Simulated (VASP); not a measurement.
Set up this calculation in VASP 6.6.1, as the native input.

```
Task                   : single point
Functional             : PBE
Potentials or basis    : VASP PAW PBE potentials, release 64 (Ba_sv, As)
Cutoff                 : 520 eV
k mesh                 : 10 × 10 × 10
Occupations            : gaussian, width 0.1 eV
Spin                   : no spin polarisation
Dipole correction      : no
Further INCAR settings : ALGO = Normal; EDIFF = 1e-06; NBANDS = 23
```

The structure of BaAs lies in POSCAR:

```
BaAs
1.0
    2.3899011616     -5.7219898609      0.0000000000
    2.3899011616      5.7219898609      0.0000000000
    0.0000000000      0.0000000000      5.0419915917
Ba As
2 2
Direct
    0.3630147490      0.6369852510      0.7500000000
    0.6369852510      0.3630147490      0.2500000000
    0.9441359816      0.0558640184      0.2500000000
    0.0558640184      0.9441359816      0.7500000000
```

The cell was built from a structure type or drawn by symmetry, and may not be a known phase.

The input as run:

INCAR

```
SYSTEM = BaAs
PREC = Accurate ; ENCUT = 520
EDIFF = 1E-6 ; ISMEAR = 0
SIGMA = 0.1 ; LREAL = .False.
LASPH = .True. ; NELM = 100
ALGO = Normal ; ISIF = 2
LWAVE = .False. ; LCHARG = .False.
GGA = PE ; NBANDS = 23
```

KPOINTS

```
Automatic mesh
0
Gamma
  10 10 10
  0 0 0
```

Potentials or basis: VASP PAW PBE potentials, release 64 (Ba_sv, As).

Run with:

```bash
$ cat potpaw_PBE.64/Ba_sv/POTCAR potpaw_PBE.64/As/POTCAR > POTCAR
$ mpirun -np 1 vasp_std > vasp.out
```

Results of the run:

```
Pressure               : 0.5 GPa
Largest force          : 0.069 eV/Å
Band gap on the k mesh : zero (bands 15 and 16 overlap by 0.86 eV)
```

Caveat: spin-orbit coupling is left out, which moves the levels of the heavy elements.

It took 8.4 min on 1 thread of Intel(R) Xeon(R) Platinum 8259CL CPU @ 2.50GHz (Skylake/Cascade Lake), with other jobs on the host, peak memory 0.68 GiB.
